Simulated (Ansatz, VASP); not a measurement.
Sn2Bi3O3 in VASP and in Ansatz

```
Sn Bi O
1.0
     4.20791    2.42944    2.94209
    -4.20791    2.42944    2.94209
     0.00000   -4.85887    2.94209
Sn Bi O
2 3 3
Direct
  0.83852 0.83852 0.83852
  0.16148 0.16148 0.16148
  0.28458 0.50000 0.71542
  0.71542 0.28458 0.50000
  0.50000 0.71542 0.28458
  0.19008 0.00000 0.80992
  0.80992 0.19008 0.00000
  0.00000 0.80992 0.19008
```

Change from the starting cell: species swapped into the Nb3V3Ge2 type (R32, No. 155).

Alike in both runs: functional PBE; k mesh 3 × 3 × 3; occupations gaussian, width 0.2 eV; no spin polarisation.

Ansatz relaxed the structure, and its values are those at the end. VASP's run is a single point on that final structure, the one shown.

|  | VASP | Ansatz |
| --- | --- | --- |
| version | VASP 6.6.1 | Ansatz 0.2.0 |
| potentials or method | VASP PAW PBE potentials, release 64 (Sn_d, Bi_d, O_h), cutoff 910 eV | scalar-relativistic, plane waves, PAW |
| valence electrons in the cell | 91 | 91 |

```csv
,VASP,Ansatz,Ansatz less VASP
gap on the k mesh at the Fermi level (eV),none,none,-
rms of the force components (eV/Å),0.025,0.007,-0.0178
```

A gap of «none» marks a metal or a gap that the smearing closes.

The k mesh is coarse, so the values compare programs but aren't converged. Spin-orbit coupling is off throughout. Noted on VASP's run: the cutoff is short for stress, so the pressure is rough.
